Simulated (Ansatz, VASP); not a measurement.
## Two plane-wave programs on Co

Contents of POSCAR:

```
Co
1.0
    4.1443119443      0.0000000000      0.0000000000
   -2.0721559722      3.5890794250      0.0000000000
    0.0000000000      0.0000000000      2.5406434094
Co
3
Direct
    0.0000000000      0.0000000000      0.0000000000
    0.3333333333      0.6666666667      0.5000000000
    0.6666666667      0.3333333333      0.5000000000
```

INCAR.step1

```
ALGO     = Normal         # electronic algorithm
EDIFF    = 1E-4           # SCF threshold, eV
ENCUT    = 600            # plane-wave cutoff, eV
GGA      = PE             # functional
ISMEAR   = 0              # smearing method
ISPIN    = 2              # spin polarisation
LASPH    = True           # aspherical terms in the spheres
LCHARG   = False          # write CHGCAR
LMAXMIX  = 4              # l up to which the mixer works
LREAL    = False          # projectors in reciprocal space
LWAVE    = True           # write WAVECAR
MAGMOM   = 2.29 2.31 2.31 # initial moments
NELM     = 150            # most SCF steps
PREC     = Accurate       # precision mode
SIGMA    = 0.1            # smearing width, eV
```

Contents of INCAR.step2:

```
ALGO     = Normal         # electronic algorithm
EDIFF    = 1E-6           # SCF threshold, eV
EDIFFG   = -0.04          # ionic threshold
ENCUT    = 600            # plane-wave cutoff, eV
IBRION   = 2              # ionic algorithm
ISIF     = 3              # what is computed and relaxed
ISMEAR   = 0              # smearing method
ISPIN    = 2              # spin polarisation
ISTART   = 1            
LASPH    = True           # aspherical terms in the spheres
LCHARG   = False          # write CHGCAR
LMAXMIX  = 4              # l up to which the mixer works
LMIXTAU  = True         
LORBIT   = 11             # projections on sites
LREAL    = False          # projectors in reciprocal space
LWAVE    = False          # write WAVECAR
MAGMOM   = 2.29 2.31 2.31 # initial moments
METAGGA  = R2SCAN         # meta-GGA
NELM     = 150            # most SCF steps
NSW      = 90             # ionic steps
PREC     = Accurate       # precision mode
SIGMA    = 0.1            # smearing width, eV
```

The input KPOINTS:

```
k-points
0
Gamma
  6 6 6
```

Input for Ansatz:

```yaml
crystal:
  lattice:
    - [4.1443119443, 0.0, 0.0]
    - [-2.0721559722, 3.589079425, 0.0]
    - [0.0, 0.0, 2.5406434094]
  atoms:
    - { symbol: Co, position: [0.0, 0.0, 0.0], spin: 2.29 }
    - { symbol: Co, position: [0.3333333333, 0.6666666667, 0.5], spin: 2.31 }
    - { symbol: Co, position: [0.6666666667, 0.3333333333, 0.5], spin: 2.31 }
basis:
  ecutwfc: 500
kpoints:
  mp_grid: { grid: [6, 6, 6] }
hamiltonian:
  xc: r2scan
scf:
  occupations: { method: gaussian, width: 0.1 }
  lower_state_search: "off"
output:
  forces: true
  stress: true
  eigenvalues: true
  populations: true
magnetization:
  spin_polarized: true
relax:
  adjacent_minimum: "off"
  f_tol: 0.04
  max_steps: 70
  cell: { stress_tol: 0.4 }
```

Alike in both runs: task relaxation of cell and atoms; functional r2SCAN; k mesh 6 × 6 × 6; occupations gaussian, width 0.1 eV; collinear spin.

|  | VASP | Ansatz |
| --- | --- | --- |
| version | VASP 6.6.1 | Ansatz 0.2.0 |
| potentials or method | VASP PAW PBE potentials, release 64 (Co), cutoff 600 eV | scalar-relativistic, plane waves, PAW |
| valence electrons in the cell | 27 | 51 |

```tsv
	VASP	Ansatz	Ansatz less VASP
gap on the k mesh at the Fermi level, each at its own relaxed structure (eV)	none	none	-
net moment per atom (μB)	1.77	1.79	+0.018
size of the moment on the site where the two differ most (μB)	1.86	1.96	+0.094
relaxed volume (Å³/atom)	10.79	10.80	+0.008
relaxed cell length with the largest relative difference (Å)	2.412	2.406	-0.0052
```

VASP's potentials were made for PBE, not for r2SCAN. Site moments also hang on the region over which each program counts them. A gap of «none» marks a metal or a gap that the smearing closes. VASP's potentials hold 27 valence electrons a cell and Ansatz's 51, so a difference there can come from the potentials and not from the codes.

The k mesh is coarse, so the values compare programs but aren't converged.
